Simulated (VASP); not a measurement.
Set up this calculation in VASP 6.6.1, as the native input.

| Property | Result |
| --- | --- |
| Task | single point |
| Functional | PBE |
| Potentials or basis | VASP PAW PBE potentials, release 64 (B, N) |
| Cutoff | 520 eV |
| k mesh | 12 × 12 × 6 |
| Occupations | gaussian, width 0.05 eV |
| Spin | no spin polarisation |
| Dipole correction | no |
| Further INCAR settings | ALGO = Normal; EDIFF = 1e-06; NBANDS = 16 |

The structure of BN lies in POSCAR:

```
BN
1.0
    2.5539396017      0.0000000000      0.0000000000
   -1.2769698009      2.2117765748      0.0000000000
    0.0000000000      0.0000000000      4.2268550000
B N
2 2
Direct
    0.6508378451      0.3016756901      0.9997240000
    0.3491621549      0.6983243099      0.4997240000
    0.6836213629      0.3672427258      0.6252760000
    0.3163786371      0.6327572742      0.1252760000
```

This cell differs from its parent crystal: mode 4 (471.6 1/cm) frozen in, largest displacement -0.075 Å.

These files were run (other wordings do the same):

INCAR

```
SYSTEM = BN
  ALGO = Normal
  EDIFF = 1E-6
  ENCUT = 520
  GGA = PE
  ISIF = 2
  ISMEAR = 0
  LASPH = .True.
  LCHARG = .False.
  LREAL = .False.
  LWAVE = .False.
  NBANDS = 16
  NELM = 80
  PREC = Accurate
  SIGMA = 0.05
```

KPOINTS

```
k-points
0
Gamma
  12 12 6
  0 0 0
```

Potentials or basis: VASP PAW PBE potentials, release 64 (B, N).

Run with:

```sh
$ cat potpaw_PBE.64/B/POTCAR potpaw_PBE.64/N/POTCAR > POTCAR
$ mpirun -np 1 vasp_std > vasp.out
```

It gave:

| Quantity | Value |
| --- | --- |
| Pressure | 0.0 GPa |
| Largest force | 0.836 eV/Å |
| Band gap on the k mesh | 5.02 eV, indirect (least direct gap 8.04 eV) |

Caveat: the cell differs from its parent crystal (mode 4 (471.6 1/cm) frozen in, largest displacement -0.075 Å).

Wall time 26 s on 1 thread of Intel(R) Xeon(R) 6975P-C (Granite Rapids), with other jobs on the host, peak memory 0.16 GiB.
